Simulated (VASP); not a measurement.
Input of a VASP 6.6.1 run:

The input INCAR:

```
SYSTEM = KPt
PREC     = Accurate       ! precision mode
ENCUT    = 520            ! plane-wave cutoff, eV
EDIFF    = 1E-7           ! SCF threshold, eV
ISMEAR   = -1             ! smearing method
SIGMA    = 0.05           ! smearing width, eV
LREAL    = .False.        ! projectors in reciprocal space
LASPH    = .True.         ! aspherical terms in the spheres
NELM     = 60             ! most SCF steps
ALGO     = Normal         ! electronic algorithm
ISIF     = 2              ! what is computed and relaxed
LWAVE    = .False.        ! write WAVECAR
LCHARG   = .True.         ! write CHGCAR
GGA      = B5             ! functional
ALDAX    = 1.0          
AGGAX    = 1.0          
AGGAC    = 1.0          
ALDAC    = 0.0          
LELF     = .True.         ! ELF
LVHAR    = .True.       
NBANDS   = 16             ! bands
```

The input KPOINTS:

```
regular mesh
0
Gamma
  10 10 5
  0 0 0
```

The input POSCAR:

```
KPt
1.0
    2.9395883087      0.0000000000      0.0000000000
   -1.4697941543      2.5457581520      0.0000000000
    0.0000000000      0.0000000000      5.2364539519
Pt K
1 1
Direct
    0.6666666667      0.3333333333      0.0000000000
    0.0000000000      0.0000000000      0.5000000000
```

Potentials or basis: VASP PAW PBE potentials, release 64 (Pt, K_sv).

The run is started by

```sh
$ cat potpaw_PBE.64/Pt/POTCAR potpaw_PBE.64/K_sv/POTCAR > POTCAR
$ mpirun -np 1 vasp_std > vasp.out
```

Problem. What does it give for the pressure?

Solution. 10.7 GPa.

Stress tensor (GPa, compression positive):
```
10.97  0.00  0.00
 0.00 10.97  0.00
 0.00  0.00 10.02
```

Caveat: the PAW data sets were made with another functional, which shifts forces and pressure a little.
